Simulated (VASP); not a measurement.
# AlFe3C (Pm-3m) in VASP: a series of runs

The runs below take AlFe3C through single point, with LDA.

Program: VASP 6.6.1. These are calculated values, not measurements. Logs are shortened: lines on timing, memory, paths and dates and some standing lists are left out, and cuts for length are marked.

## (1) The cell of the first run

It takes space group Pm-3m (No. 221, cubic). Conventional cell: a = 3.726 Å, b = 3.726 Å, c = 3.726 Å, α = 90.00°, β = 90.00°, γ = 90.00°. Al (site symmetry m-3m) has 12 Fe at 2.63 Å and 8 C at 3.23 Å within 3.5 Å. Fe (site symmetry 4/mmm) has 2 C at 1.86 Å within 2.5 Å. C (site symmetry m-3m) has 6 Fe at 1.86 Å within 2.5 Å.

## (2) Single point, LDA, collinear spin, ferromagnetic start

INCAR

```
  ALGO = Normal
  EDIFF = 1E-6
  ENCUT = 520
  ISIF = 2
  ISMEAR = -1
  ISPIN = 2
  LASPH = True
  LCHARG = False
  LMAXMIX = 4
  LORBIT = 11
  LREAL = False
  LWAVE = False
  MAGMOM = 0 4.5 4.5 4.5 0
  NBANDS = 28
  NELM = 150
  PREC = Accurate
  SIGMA = 0.1
```

KPOINTS

```
k-points
0
Gamma
  6 6 6
```

POSCAR

```
AlFe3C
1.0
    3.7255294679      0.0000000000      0.0000000000
    0.0000000000      3.7255294679      0.0000000000
    0.0000000000      0.0000000000      3.7255294679
Al Fe C
1 3 1
Direct
    0.0000000000      0.0000000000      0.0000000000
    0.0000000000      0.5000000000      0.5000000000
    0.5000000000      0.5000000000      0.0000000000
    0.5000000000      0.0000000000      0.5000000000
    0.5000000000      0.5000000000      0.5000000000
```

Potentials or basis: VASP PAW LDA potentials, release 64 (Al, Fe, C).

The run is started by

```console
cat potpaw_LDA.64/Al/POTCAR potpaw_LDA.64/Fe/POTCAR potpaw_LDA.64/C/POTCAR > POTCAR
mpirun -np 1 vasp_std > vasp.out
```

OUTCAR:

```text
EDIFF = 1E-6
   ENCUT = 520
   ISIF = 2
   ISMEAR = -1
   ISPIN = 2
   LASPH = True
   LORBIT = 11
   LREAL = False
   NELM = 150
   PREC = Accurate

 ion  position               nearest neighbor table
   1  0.000  0.000  0.000-   2 2.63   3 2.63   4 2.63   2 2.63   4 2.63   2 2.63   3 2.63   2 2.63
                             3 2.63   4 2.63   4 2.63   3 2.63
   2  0.000  0.500  0.500-   5 1.86   5 1.86   4 2.63   1 2.63   1 2.63   3 2.63   1 2.63   4 2.63
                             1 2.63   3 2.63   4 2.63   3 2.63   3 2.63   4 2.63
   3  0.500  0.500  0.000-   5 1.86   5 1.86   4 2.63   1 2.63   2 2.63   4 2.63   2 2.63   1 2.63
                             4 2.63   4 2.63   1 2.63   2 2.63   2 2.63   1 2.63
   4  0.500  0.000  0.500-   5 1.86   5 1.86   3 2.63   1 2.63   1 2.63   3 2.63   2 2.63   3 2.63
                             2 2.63   3 2.63   1 2.63   2 2.63   1 2.63   2 2.63
   5  0.500  0.500  0.500-   2 1.86   3 1.86   4 1.86   3 1.86   4 1.86   2 1.86

  LATTYP: Found a simple cubic cell.
 ALAT       =     3.7255294679

  Lattice vectors:

 A1 = (   3.7255294679,   0.0000000000,   0.0000000000)
 A2 = (   0.0000000000,   3.7255294679,   0.0000000000)
 A3 = (   0.0000000000,   0.0000000000,   3.7255294679)

Analysis of symmetry for initial positions (statically):
=====================================================================
 Subroutine PRICEL returns:
 Original cell was already a primitive cell.

 Routine SETGRP: Setting up the symmetry group for a
 simple cubic supercell.

 Subroutine GETGRP returns: Found 48 space group operations
 (whereof 48 operations were pure point group operations)
 out of a pool of 48 trial point group operations.

The static configuration has the point symmetry O_h .

Analysis of symmetry for dynamics (positions and initial velocities):
=====================================================================
 Subroutine PRICEL returns:
 Original cell was already a primitive cell.

 Routine SETGRP: Setting up the symmetry group for a
 simple cubic supercell.

 Subroutine GETGRP returns: Found 48 space group operations
 (whereof 48 operations were pure point group operations)
 out of a pool of 48 trial point group operations.

The dynamic configuration has the point symmetry O_h .

Analysis of structural, dynamic, and magnetic symmetry:
=====================================================================
 Subroutine PRICEL returns:
 Original cell was already a primitive cell.

 Routine SETGRP: Setting up the symmetry group for a
 simple cubic supercell.

 Subroutine GETGRP returns: Found 48 space group operations
 (whereof 48 operations were pure point group operations)
 out of a pool of 48 trial point group operations.

The overall configuration has the point symmetry O_h .

 Subroutine INISYM returns: Found 48 space group operations
 (whereof 48 operations are pure point group operations),
 and found     1 'primitive' translations

----------------------------------------------------------------------------------------

                                     Primitive cell

  volume of cell :      51.7087

  direct lattice vectors                    reciprocal lattice vectors
     3.725529468  0.000000000  0.000000000     0.268418223  0.000000000  0.000000000
     0.000000000  3.725529468  0.000000000     0.000000000  0.268418223  0.000000000
     0.000000000  0.000000000  3.725529468     0.000000000  0.000000000  0.268418223

  length of vectors
     3.725529468  3.725529468  3.725529468     0.268418223  0.268418223  0.268418223

  position of ions in fractional coordinates (direct lattice)
     0.000000000  0.000000000  0.000000000
     0.000000000  0.500000000  0.500000000
     0.500000000  0.500000000  0.000000000
     0.500000000  0.000000000  0.500000000
     0.500000000  0.500000000  0.500000000

  ion indices of the primitive-cell ions
   primitive index   ion index
                 1           1
                 2           2
                 3           3
                 4           4
                 5           5

----------------------------------------------------------------------------------------
[... 31 lines left out ...]
  0.166667  0.166667  0.000000     12.000000
  0.333333  0.166667  0.000000     24.000000
[... 12 lines left out ...]
  0.500000  0.500000  0.333333      6.000000
  0.500000  0.500000  0.500000      1.000000
   k-points           NKPTS =     20   k-points in BZ     NKDIM =     20   number of bands    NBANDS=     28
   number of dos      NEDOS =    301   number of ions     NIONS =      5
   total plane-waves  NPLWV =  21952
   dimension x,y,z NGX =    28 NGY =   28 NGZ =   28
   dimension x,y,z NGXF=    56 NGYF=   56 NGZF=   56
   ions per type =               1   3   1
   NGX,Y,Z   is equivalent  to a cutoff of  12.49, 12.49, 12.49 a.u.
   NGXF,Y,Z  is equivalent  to a cutoff of  24.99, 24.99, 24.99 a.u.
 SYSTEM =  unknown system
   PREC   = accura    normal or accurate (medium, high low for compatibility)
   ISTART =      0    job   : 0-new  1-cont  2-samecut
   ICHARG =      2    charge: 1-file 2-atom 10-const
   ISPIN  =      2    spin polarized calculation?
   LNONCOLLINEAR =      F non collinear calculations
   LSORBIT =      F    spin-orbit coupling
   LASPH  =      T    aspherical Exc in radial PAW
   ENCUT  =  520.0 eV  38.22 Ry    6.18 a.u.   6.93  6.93  6.93*2*pi/ulx,y,z
   NELM   =    150;   NELMIN=  2; NELMDL= -5     # of ELM steps
   EDIFF  = 0.1E-05   stopping-criterion for ELM
   LREAL  =      F    real-space projection
   EDIFFG = 0.1E-04   stopping-criterion for IOM
   NSW    =      0    number of steps for IOM
   IBRION =     -1    ionic relax: 0-MD 1-quasi-New 2-CG
   NFREE  =      0    steps in history (QN), initial steepest desc. (CG)
   ISIF   =      2    stress and relaxation
   ISYM   =      2    0-nonsym 1-usesym 2-fastsym
   POTIM  = 0.5000    time-step for ionic-motion
   TEBEG  =    0.0;   TEEND  =   0.0 temperature during run
   PSTRESS=    0.0 pullay stress
   NELECT =      31.0000    total number of electrons
   NUPDOWN=      -1.0000    fix difference up-down
   EMIN   =  10.00;   EMAX   =-10.00  energy-range for DOS
   EFERMI =   0.00;   METHOD = LEGACY
   ISMEAR =    -1;   SIGMA  =   0.10  broadening in eV -4-tet -1-fermi 0-gaus
   EFERMI_NEDOS =   21; number of points for ismear=-14 and -15
   IALGO  =     38    algorithm
   IMIX   =      4    mixing-type and parameters
     AMIX     =   0.40;   BMIX     =  1.00
     AMIX_MAG =   1.60;   BMIX_MAG =  1.00
  volume/ion in A,a.u.               =      10.34        69.79
  Fermi-wavevector in a.u.,A,eV,Ry     =   1.380408  2.608592 25.926250  1.905526
  Thomas-Fermi vector in A             =   2.505288
   LORBIT       =     11    0 simple, 1 ext, 2 COOP (PROOUT), +10 PAW based schemes
   GGA     = CA    functional components
   LHFCALC =     F    Hartree Fock is set to
   AEXX    =    0.0000 exact exchange contribution
   IVDW    =     0    specifies the selected vdW correction
   LEPSILON=     F    determine dielectric tensor
   LRPA    =     F    only Hartree local field effects (RPA)
 spin polarized calculation
  energy-cutoff  :      520.00
  volume of cell :       51.71
 maximum number of plane-waves:      1409
 NGX is ok and might be reduce to    28
   NGX = 13   NGY = 13   NGZ = 13

 number of electron      31.0000000 magnetization      13.5000000

 number of electron      31.0000043 magnetization       1.3224655

 Free energy of the ion-electron system (eV)
  ---------------------------------------------------
  ext. energy  EPLUGINS =         0.00000000
  ---------------------------------------------------
  free energy    TOTEN  =       -43.64292894 eV

  energy without entropy =      -43.44824153  energy(sigma->0) =      -43.54558524

 E-fermi :   7.3172     XC(G=0): -12.9441

 val. band max:        7.2919706510   @ k =   0.5000   0.3333   0.1667
 cond. band min:       7.3264696175   @ k =   0.5000   0.1667   0.1667
 fundamental gap:      0.0344989665
 Fermi energy:         7.3171990155

 spin component 1

 k-point     1 :       0.0000    0.0000    0.0000
  band No.  band energies     occupation
      1      -6.4377      1.00000
      2      -0.5005      1.00000
      3       3.8938      1.00000
      4       3.8938      1.00000
      5       3.8938      1.00000
      6       4.0611      1.00000
[... 589 lines left out ...]
     26      17.9554      0.00000
     27      20.9090      0.00000
 Fermi energy:         7.3171990155

 spin component 2

 k-point     1 :       0.0000    0.0000    0.0000
  band No.  band energies     occupation
      1      -6.4239      1.00000
      2      -0.4396      1.00000
      3       4.0609      1.00000
      4       4.0609      1.00000
      5       4.0609      1.00000
      6       4.2032      1.00000
[... 589 lines left out ...]
     26      18.0501      0.00000
     27      20.9363      0.00000
 [bands above 27 left out]

------------------------ aborting loop because EDIFF is reached ----------------------------------------

  FORCE on cell =-STRESS in cart. coord.  units (eV):
  Direction    XX          YY          ZZ          XY          YZ          ZX
  --------------------------------------------------------------------------------------
  -------------------------------------------------------------------------------------
  Total       -3.8128124     -3.8128124     -3.8128124      0.0000000      0.0000000     -0.0000000
  in kB     -118.1386532   -118.1386532   -118.1386532      0.0000000      0.0000000     -0.0000000
  external PRESSURE =    -118.1386532 kB  Pullay stress =       0.0000000 kB

 VOLUME and BASIS-vectors are now :
 -----------------------------------------------------------------------------
  energy-cutoff  :      520.00
  volume of cell :       51.71
      direct lattice vectors                 reciprocal lattice vectors
     3.725529468  0.000000000  0.000000000     0.268418223  0.000000000  0.000000000
     0.000000000  3.725529468  0.000000000     0.000000000  0.268418223  0.000000000
     0.000000000  0.000000000  3.725529468     0.000000000  0.000000000  0.268418223

 POSITION                                       TOTAL-FORCE (eV/Angst)
 -----------------------------------------------------------------------------------
      0.00000      0.00000      0.00000         0.000000      0.000000      0.000000
      0.00000      1.86276      1.86276         0.000000      0.000000      0.000000
      1.86276      1.86276      0.00000         0.000000      0.000000      0.000000
      1.86276      0.00000      1.86276         0.000000      0.000000      0.000000
      1.86276      1.86276      1.86276         0.000000      0.000000      0.000000
 -----------------------------------------------------------------------------------
    total drift:                                0.000000      0.000000      0.000000

  FREE ENERGIE OF THE ION-ELECTRON SYSTEM (eV)
  ---------------------------------------------------
  free  energy   TOTEN  =       -43.6429289419 eV

  energy  without entropy=      -43.4482415303  energy(sigma->0) =      -43.54558524

 total charge

# of ion       s       p       d       tot
------------------------------------------
    1        0.396   0.379   0.000   0.775
    2        0.455   0.673   6.526   7.654
    3        0.455   0.673   6.526   7.654
    4        0.455   0.673   6.526   7.654
    5        0.898   1.609   0.000   2.507
--------------------------------------------------
tot          2.659   4.006  19.579  26.244

 magnetization (x)

# of ion       s       p       d       tot
------------------------------------------
    1       -0.005  -0.013   0.000  -0.018
    2       -0.001  -0.002   0.461   0.458
    3       -0.001  -0.002   0.461   0.458
    4       -0.001  -0.002   0.461   0.458
    5       -0.003  -0.028   0.000  -0.031
--------------------------------------------------
tot         -0.012  -0.046   1.382   1.325
```

Wall time 34 s (1 thread of Intel Xeon Platinum 8488C (Sapphire Rapids), shared host); peak memory 0.17 GiB.

What came out:

```
Free energy                                           : -43.6429 eV
Pressure                                              : -11.8 GPa
Net moment                                            : 1.32 μB per cell
Site moments                                          : Al -0.02; Fe +0.46; C -0.03 μB
Valence electrons inside the program's atomic spheres : Al 0.78; Fe 7.65; C 2.51
```

Caveat: the cell stands under tension.

## (3) Single point, LDA, collinear spin, ferromagnetic start

This run uses another cell than the first one, of 10.67 Å³/atom.

INCAR

```
SYSTEM = AlFe3C
PREC = Accurate
ENCUT = 520
EDIFF = 1E-6
ISMEAR = -1
SIGMA = 0.1
LREAL = .FALSE.
LASPH = .TRUE.
NELM = 150
ALGO = Normal
ISIF = 2
LWAVE = .FALSE.
LCHARG = .FALSE.
ISPIN = 2
MAGMOM = 0 4.5 4.5 4.5 0
LORBIT = 11
LMAXMIX = 4
GGA = CA
NBANDS = 28
```

KPOINTS

```
Automatic mesh
0
G
  6 6 6
  0 0 0
```

Changes to POSCAR since step 2:

```diff
@@ -2,5 +2,5 @@
 1.0
-    3.7255294679      0.0000000000      0.0000000000
-    0.0000000000      3.7255294679      0.0000000000
-    0.0000000000      0.0000000000      3.7255294679
+    3.7643398597      0.0000000000      0.0000000000
+    0.0000000000      3.7643398597      0.0000000000
+    0.0000000000      0.0000000000      3.7643398597
 Al Fe C
```

Potentials or basis: VASP PAW LDA potentials, release 64 (Al, Fe, C).

The run is started by

```console
cat potpaw_LDA.64/Al/POTCAR potpaw_LDA.64/Fe/POTCAR potpaw_LDA.64/C/POTCAR > POTCAR
mpirun -np 1 vasp_std > vasp.out
```

Wall time 34 s (1 thread of Intel Xeon Platinum 8488C (Sapphire Rapids), shared host); peak memory 0.17 GiB.

The run converged. Its results:

```yaml
Free_energy: -43.4912 eV
Pressure: -17.8 GPa
Net_moment: 1.78 μB per cell
Site_moments: Al -0.02; Fe +0.62; C -0.04 μB
Valence_electrons_inside_the_program's_atomic_spheres: Al 0.76; Fe 7.57; C 2.48
```

Levels at points of the mesh, in eV from the Fermi level:
Spin up:
| k point | band 12 | band 13 | band 14 | band 15 | band 16 | band 17 | band 18 | band 19 | band 20 | band 21 |
| --- | --- | --- | --- | --- | --- | --- | --- | --- | --- | --- |
| (0.00, 0.00, 0.00) | -0.98 | -0.98 | -0.77 | -0.77 | 0.28 | 0.28 | 0.28 | 0.33 | 3.62 | 3.62 |
| (0.50, 0.00, 0.00) | -1.33 | -0.93 | -0.93 | -0.83 | -0.39 | 0.28 | 1.12 | 1.12 | 3.65 | 4.34 |
| (0.50, 0.50, 0.00) | -1.66 | -1.09 | -0.90 | -0.74 | -0.49 | -0.22 | 0.81 | 0.81 | 2.36 | 5.57 |
| (0.50, 0.50, 0.50) | -1.73 | -1.73 | -1.73 | -0.59 | -0.59 | 0.19 | 0.19 | 0.19 | 2.55 | 2.55 |
Spin down:
| k point | band 13 | band 14 | band 15 | band 16 | band 17 | band 18 |
| --- | --- | --- | --- | --- | --- | --- |
| (0.00, 0.00, 0.00) | -0.29 | -0.29 | -0.29 | 0.84 | 0.84 | 0.84 |
| (0.50, 0.00, 0.00) | -0.39 | -0.32 | -0.32 | 0.19 | 0.84 | 1.48 |
| (0.50, 0.50, 0.00) | -0.75 | -0.32 | -0.21 | 0.27 | 0.39 | 1.34 |
| (0.50, 0.50, 0.50) | -1.21 | -1.21 | 0.14 | 0.14 | 0.78 | 0.78 |

Caveat: the cell stands under tension.

(Continued in part 2 of 2.)
